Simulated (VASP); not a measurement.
# BPt3 (P6_3/mmc) in VASP: further runs

The runs below take BPt3 through single point, with LDA.

Everything below comes from runs of VASP 6.6.1. Logs are shortened: lines on timing, memory, paths and dates and some standing lists are left out, and cuts for length are marked.

### Step 1. The cell of the first run

The structure is hexagonal, space group P6_3/mmc (No. 194). The conventional cell has a = 7.157 Å, b = 7.157 Å, c = 2.755 Å, α = 90.00°, β = 90.00°, γ = 120.00°. B (site symmetry -6m2) has 6 Pt at 2.18 Å and 2 B at 2.76 Å within 2.9 Å. Within 3.0 Å of Pt (site symmetry mm2) lie 2 B at 2.18 Å and 8 Pt at 2.76 to 2.92 Å.

### Step 2. Single point, LDA

File INCAR:

```
SYSTEM = BPt3
PREC = Accurate
ENCUT = 520
EDIFF = 1E-6
ISMEAR = 1
SIGMA = 0.1
LREAL = .FALSE.
LASPH = .TRUE.
NELM = 100
ALGO = Normal
ISIF = 2
LWAVE = .FALSE.
LCHARG = .FALSE.
GGA = CA
NBANDS = 43
```

File KPOINTS:

```
regular mesh
0
G
  4 4 8
  0 0 0
```

File POSCAR:

```
BPt3
1.0
    7.1572400000      0.0000000000      0.0000000000
   -3.5786200000      6.1983500000      0.0000000000
    0.0000000000      0.0000000000      2.7552500000
B Pt
2 6
Direct
    0.6666666667      0.3333333333      0.2500000000
    0.3333333333      0.6666666667      0.7500000000
    0.3948200000      0.1974100000      0.7500000000
    0.8025900000      0.1974100000      0.7500000000
    0.8025900000      0.6051800000      0.7500000000
    0.6051800000      0.8025900000      0.2500000000
    0.1974100000      0.8025900000      0.2500000000
    0.1974100000      0.3948200000      0.2500000000
```

Potentials or basis: VASP PAW LDA potentials, release 64 (B, Pt).

The run is started by

```sh
> cat potpaw_LDA.64/B/POTCAR potpaw_LDA.64/Pt/POTCAR > POTCAR
> mpirun -np 1 vasp_std > vasp.out
```

OUTCAR:

```text
SYSTEM = BPt3
   PREC = Accurate
   ENCUT = 520
   EDIFF = 1E-6
   ISMEAR = 1
   LREAL = .FALSE.
   LASPH = .TRUE.
   NELM = 100
   ISIF = 2
   GGA = CA

 ion  position               nearest neighbor table
   1  0.667  0.333  0.250-   5 2.18   5 2.18   4 2.18   4 2.18   3 2.18   3 2.18
   2  0.333  0.667  0.750-   8 2.18   8 2.18   7 2.18   7 2.18   6 2.18   6 2.18
   3  0.395  0.197  0.750-   1 2.18   1 2.18   7 2.81   7 2.81   8 2.81   8 2.81   5 2.92   4 2.92

   4  0.803  0.197  0.750-   1 2.18   1 2.18   6 2.81   6 2.81   8 2.81   8 2.81   5 2.92   3 2.92

   5  0.803  0.605  0.750-   1 2.18   1 2.18   7 2.81   7 2.81   6 2.81   6 2.81   4 2.92   3 2.92

   6  0.605  0.803  0.250-   2 2.18   2 2.18   4 2.81   4 2.81   5 2.81   5 2.81   8 2.92   7 2.92

   7  0.197  0.803  0.250-   2 2.18   2 2.18   3 2.81   3 2.81   5 2.81   5 2.81   8 2.92   6 2.92

   8  0.197  0.395  0.250-   2 2.18   2 2.18   4 2.81   4 2.81   3 2.81   3 2.81   7 2.92   6 2.92

  LATTYP: Found a hexagonal cell.
 ALAT       =     7.1572400000
 C/A-ratio  =     0.3849598449

  Lattice vectors:

 A1 = (   7.1572400000,   0.0000000000,   0.0000000000)
 A2 = (  -3.5786200000,   6.1983500000,   0.0000000000)
 A3 = (   0.0000000000,   0.0000000000,   2.7552500000)

Analysis of symmetry for initial positions (statically):
=====================================================================
 Subroutine PRICEL returns:
 Original cell was already a primitive cell.

 Routine SETGRP: Setting up the symmetry group for a
 hexagonal supercell.

 Subroutine GETGRP returns: Found 24 space group operations
 (whereof 12 operations were pure point group operations)
 out of a pool of 24 trial point group operations.

The static configuration has the point symmetry D_3d.
 The point group associated with its full space group is D_6h.

Analysis of symmetry for dynamics (positions and initial velocities):
=====================================================================
 Subroutine PRICEL returns:
 Original cell was already a primitive cell.

 Routine SETGRP: Setting up the symmetry group for a
 hexagonal supercell.

 Subroutine GETGRP returns: Found 24 space group operations
 (whereof 12 operations were pure point group operations)
 out of a pool of 24 trial point group operations.

The dynamic configuration has the point symmetry D_3d.
 The point group associated with its full space group is D_6h.

 Subroutine INISYM returns: Found 24 space group operations
 (whereof 12 operations are pure point group operations),
 and found     1 'primitive' translations

----------------------------------------------------------------------------------------

                                     Primitive cell

  volume of cell :     122.2314

  direct lattice vectors                    reciprocal lattice vectors
     7.157240000  0.000000000  0.000000000     0.139718663  0.080666629  0.000000000
    -3.578620000  6.198350000  0.000000000     0.000000000  0.161333258  0.000000000
     0.000000000  0.000000000  2.755250000     0.000000000  0.000000000  0.362943472

  length of vectors
     7.157240000  7.157238562  2.755250000     0.161333226  0.161333258  0.362943472

  position of ions in fractional coordinates (direct lattice)
     0.666666667  0.333333333  0.250000000
     0.333333333  0.666666667  0.750000000
     0.394820000  0.197410000  0.750000000
     0.802590000  0.197410000  0.750000000
     0.802590000  0.605180000  0.750000000
     0.605180000  0.802590000  0.250000000
     0.197410000  0.802590000  0.250000000
     0.197410000  0.394820000  0.250000000

  ion indices of the primitive-cell ions
   primitive index   ion index
                 1           1
                 2           2
                 3           3
                 4           4
                 5           5
                 6           6
                 7           7
                 8           8

----------------------------------------------------------------------------------------

 KPOINTS: regular mesh

Automatic generation of k-mesh.
 Grid dimensions read from file:
 generate k-points for:    4    4    8

 Generating k-lattice:

  Cartesian coordinates                     Fractional coordinates (reciprocal lattice)
     0.034929666  0.020166657  0.000000000     0.250000000  0.000000000  0.000000000
     0.000000000  0.040333315  0.000000000     0.000000000  0.250000000  0.000000000
     0.000000000  0.000000000  0.045367934     0.000000000  0.000000000  0.125000000

  Length of vectors
     0.040333306  0.040333315  0.045367934

  Shift w.r.t. Gamma in fractional coordinates (k-lattice)
     0.000000000  0.000000000  0.000000000

 Subroutine IBZKPT returns following result:
 ===========================================

 Found     20 irreducible k-points:

 Following reciprocal coordinates:
            Coordinates               Weight
  0.000000  0.000000  0.000000      1.000000
  0.250000  0.000000  0.000000      6.000000
  0.500000  0.000000  0.000000      3.000000
  0.250000  0.250000  0.000000      6.000000
  0.000000  0.000000  0.125000      2.000000
  0.250000  0.000000  0.125000     12.000000
[... 12 lines left out ...]
  0.500000  0.000000  0.500000      3.000000
  0.250000  0.250000  0.500000      6.000000
   k-points           NKPTS =     20   k-points in BZ     NKDIM =     20   number of bands    NBANDS=     43
   number of dos      NEDOS =    301   number of ions     NIONS =      8
   total plane-waves  NPLWV =  58320
   dimension x,y,z NGX =    54 NGY =   54 NGZ =   20
   dimension x,y,z NGXF=   108 NGYF=  108 NGZF=   40
   ions per type =               2   6
   NGX,Y,Z   is equivalent  to a cutoff of  12.54, 12.54, 12.07 a.u.
   NGXF,Y,Z  is equivalent  to a cutoff of  25.09, 25.09, 24.14 a.u.
 SYSTEM =  BPt3
   PREC   = accura    normal or accurate (medium, high low for compatibility)
   ISTART =      0    job   : 0-new  1-cont  2-samecut
   ICHARG =      2    charge: 1-file 2-atom 10-const
   ISPIN  =      1    spin polarized calculation?
   LNONCOLLINEAR =      F non collinear calculations
   LSORBIT =      F    spin-orbit coupling
   LASPH  =      T    aspherical Exc in radial PAW
   ENCUT  =  520.0 eV  38.22 Ry    6.18 a.u.  13.31 13.31  5.12*2*pi/ulx,y,z
   NELM   =    100;   NELMIN=  2; NELMDL= -5     # of ELM steps
   EDIFF  = 0.1E-05   stopping-criterion for ELM
   LREAL  =      F    real-space projection
   EDIFFG = 0.1E-04   stopping-criterion for IOM
   NSW    =      0    number of steps for IOM
   IBRION =     -1    ionic relax: 0-MD 1-quasi-New 2-CG
   NFREE  =      0    steps in history (QN), initial steepest desc. (CG)
   ISIF   =      2    stress and relaxation
   ISYM   =      2    0-nonsym 1-usesym 2-fastsym
   POTIM  = 0.5000    time-step for ionic-motion
   TEBEG  =    0.0;   TEEND  =   0.0 temperature during run
   PSTRESS=    0.0 pullay stress
   NELECT =      66.0000    total number of electrons
   NUPDOWN=      -1.0000    fix difference up-down
   EMIN   =  10.00;   EMAX   =-10.00  energy-range for DOS
   EFERMI =   0.00;   METHOD = LEGACY
   ISMEAR =     1;   SIGMA  =   0.10  broadening in eV -4-tet -1-fermi 0-gaus
   EFERMI_NEDOS =   21; number of points for ismear=-14 and -15
   IALGO  =     38    algorithm
   IMIX   =      4    mixing-type and parameters
     AMIX     =   0.40;   BMIX     =  1.00
     AMIX_MAG =   1.60;   BMIX_MAG =  1.00
  volume/ion in A,a.u.               =      15.28       103.11
  Fermi-wavevector in a.u.,A,eV,Ry     =   1.333097  2.519189 24.179579  1.777149
  Thomas-Fermi vector in A             =   2.461982
   LORBIT       =      0    0 simple, 1 ext, 2 COOP (PROOUT), +10 PAW based schemes
   GGA     = CA    functional components
   LHFCALC =     F    Hartree Fock is set to
   AEXX    =    0.0000 exact exchange contribution
   IVDW    =     0    specifies the selected vdW correction
   LEPSILON=     F    determine dielectric tensor
   LRPA    =     F    only Hartree local field effects (RPA)
 non-spin polarized calculation
 Methfessel and Paxton  Order N= 1 SIGMA  =   0.10
  energy-cutoff  :      520.00
  volume of cell :      122.23
 maximum number of plane-waves:      3332
 NGX is ok and might be reduce to    54
   NGX = 27   NGY = 27   NGZ = 11

 number of electron      65.9999999 magnetization

 Free energy of the ion-electron system (eV)
  ---------------------------------------------------
  ext. energy  EPLUGINS =         0.00000000
  ---------------------------------------------------
  free energy    TOTEN  =       -59.63137544 eV

  energy without entropy =      -59.62662047  energy(sigma->0) =      -59.62979045

 E-fermi :   8.1714     XC(G=0): -12.3988

 val. band max:        8.1599556452   @ k =   0.5000   0.0000   0.0000
 cond. band min:       8.1787985776   @ k =   0.2500   0.0000   0.0000
 fundamental gap:      0.0188429324
 Fermi energy:         8.1714340816

 k-point     1 :       0.0000    0.0000    0.0000
  band No.  band energies     occupation
      1      -2.8082      2.00000
      2      -1.7705      2.00000
      3       0.9483      2.00000
      4       0.9483      2.00000
      5       1.5360      2.00000
      6       1.5360      2.00000
[... 35 lines left out ...]
     42      14.2525      0.00000
     43      14.3353      0.00000

 k-point     2 :       0.2500    0.0000    0.0000
  band No.  band energies     occupation
      1      -2.6570      2.00000
      2      -1.8802      2.00000
      3       0.6826      2.00000
      4       0.8856      2.00000
      5       1.5031      2.00000
      6       1.5268      2.00000
[... 35 lines left out ...]
     42      13.8717      0.00000
     43      14.1862      0.00000

 k-point     3 :       0.5000    0.0000    0.0000
  band No.  band energies     occupation
      1      -2.4056      2.00000
      2      -2.0901      2.00000
      3       0.4702      2.00000
      4       0.8246      2.00000
      5       1.4748      2.00000
      6       1.4996      2.00000
[... 735 lines left out ...]
      6       2.1356      2.00000
[... 35 lines left out ...]
     42      14.0676      0.00000
     43      15.0945      0.00000

 k-point    20 :       0.2500    0.2500    0.5000
  band No.  band energies     occupation
      1      -0.2589      2.00000
      2      -0.2589      2.00000
      3       0.9726      2.00000
      4       0.9726      2.00000
      5       2.1407      2.00000
      6       2.1407      2.00000
[... 35 lines left out ...]
     42      14.1665      0.00000
     43      15.2038      0.00000

------------------------ aborting loop because EDIFF is reached ----------------------------------------

  FORCE on cell =-STRESS in cart. coord.  units (eV):
  Direction    XX          YY          ZZ          XY          YZ          ZX
  --------------------------------------------------------------------------------------
  -------------------------------------------------------------------------------------
  Total       -9.0012410     -9.0012361    -10.5308399      0.0000000      0.0000000      0.0000000
  in kB     -117.9859471   -117.9858838   -138.0355352      0.0000000      0.0000000      0.0000000
  external PRESSURE =    -124.6691220 kB  Pullay stress =       0.0000000 kB

 VOLUME and BASIS-vectors are now :
 -----------------------------------------------------------------------------
  energy-cutoff  :      520.00
  volume of cell :      122.23
      direct lattice vectors                 reciprocal lattice vectors
     7.157240000  0.000000000  0.000000000     0.139718663  0.080666629  0.000000000
    -3.578620000  6.198350000  0.000000000     0.000000000  0.161333258  0.000000000
     0.000000000  0.000000000  2.755250000     0.000000000  0.000000000  0.362943472

 POSITION                                       TOTAL-FORCE (eV/Angst)
 -----------------------------------------------------------------------------------
      3.57862      2.06612      0.68881         0.000000     -0.000000      0.000000
     -0.00000      4.13223      2.06644         0.000000     -0.000000      0.000000
      2.11937      1.22362      2.06644         0.239886      0.138498      0.000000
      5.03787      1.22362      2.06644        -0.239886      0.138498     -0.000000
      3.57862      3.75112      2.06644         0.000000     -0.276997     -0.000000
      1.45925      4.97473      0.68881        -0.239886     -0.138498     -0.000000
     -1.45925      4.97473      0.68881         0.239886     -0.138498     -0.000000
     -0.00000      2.44723      0.68881         0.000000      0.276997      0.000000
 -----------------------------------------------------------------------------------
    total drift:                               -0.000000     -0.000000      0.000000

  FREE ENERGIE OF THE ION-ELECTRON SYSTEM (eV)
  ---------------------------------------------------
  free  energy   TOTEN  =       -59.6313754351 eV

  energy  without entropy=      -59.6266204738  energy(sigma->0) =      -59.62979045
```

It took 49 s on 1 thread of Intel Xeon 6975P-C (Granite Rapids), shared host; peak memory 0.23 GiB.

Results:

* Free energy: -59.6314 eV
* Pressure: -12.5 GPa
* Largest force: 0.277 eV/Å
* Band gap on the k mesh: zero (bands 33 and 34 overlap by 1.71 eV)

Forces in eV/Å, atoms in the order of the input:
```
B    0.000  0.000  0.000
B    0.000  0.000  0.000
Pt   0.240  0.138  0.000
Pt  -0.240  0.138  0.000
Pt   0.000 -0.277  0.000
Pt  -0.240 -0.138  0.000
Pt   0.240 -0.138  0.000
Pt   0.000  0.277  0.000
```

Stress tensor (GPa, compression positive):
```
-11.80   0.00   0.00
  0.00 -11.80   0.00
  0.00   0.00 -13.80
```

Caveat: the cell stands under tension; spin-orbit coupling is left out, which moves the levels of the heavy elements.

### Step 3. Single point, LDA

File INCAR:

```
ALGO = Normal
EDIFF = 1E-6
ENCUT = 520
GGA = CA
ISIF = 2
ISMEAR = 1
LASPH = T
LCHARG = F
LREAL = F
LWAVE = F
NBANDS = 43
NELM = 80
PREC = Accurate
SIGMA = 0.1
```

File KPOINTS:

```
k-points
0
Gamma
  4 4 8
```

POSCAR is that of step 2.

Potentials or basis: VASP PAW LDA potentials, release 64 (B, Pt).

The run is started by

```sh
> cat potpaw_LDA.64/B/POTCAR potpaw_LDA.64/Pt/POTCAR > POTCAR
> mpirun -np 1 vasp_std > vasp.out
```

Wall time 50 s (1 thread of Intel Xeon 6975P-C (Granite Rapids), shared host); peak memory 0.23 GiB.

It converged, with:

```yaml
Free_energy: -59.6314 eV
Pressure: -12.5 GPa
Largest_force: 0.277 eV/Å
Band_gap_on_the_k_mesh: zero (bands 33 and 34 overlap by 1.71 eV)
```

Forces in eV/Å, atoms in the order of the input:
```
B    0.000  0.000  0.000
B    0.000  0.000  0.000
Pt   0.240  0.138  0.000
Pt  -0.240  0.138  0.000
Pt   0.000 -0.277  0.000
Pt  -0.240 -0.138  0.000
Pt   0.240 -0.138  0.000
Pt   0.000  0.277  0.000
```

Stress tensor (GPa, compression positive):
```
-11.80   0.00   0.00
  0.00 -11.80   0.00
  0.00   0.00 -13.80
```

Levels at points of the mesh, in eV from the Fermi level:
```tsv
k point	band 29	band 30	band 31	band 32	band 33	band 34	band 35	band 36	band 37	band 38
(0.00, 0.00, 0.00)	-1.32	-1.32	-0.46	-0.46	-0.40	-0.40	-0.16	-0.16	0.11	1.70
(0.50, 0.00, 0.00)	-1.35	-1.20	-1.00	-0.90	-0.49	-0.11	-0.01	0.89	1.42	1.81
(0.00, 0.00, 0.50)	-0.31	-0.31	-0.24	-0.24	1.20	1.20	1.20	1.20	1.34	1.34
(0.50, 0.00, 0.50)	-0.03	-0.03	0.50	0.50	1.32	1.32	1.48	1.48	2.14	2.14
```

Caveat: the cell stands under tension; spin-orbit coupling is left out, which moves the levels of the heavy elements.
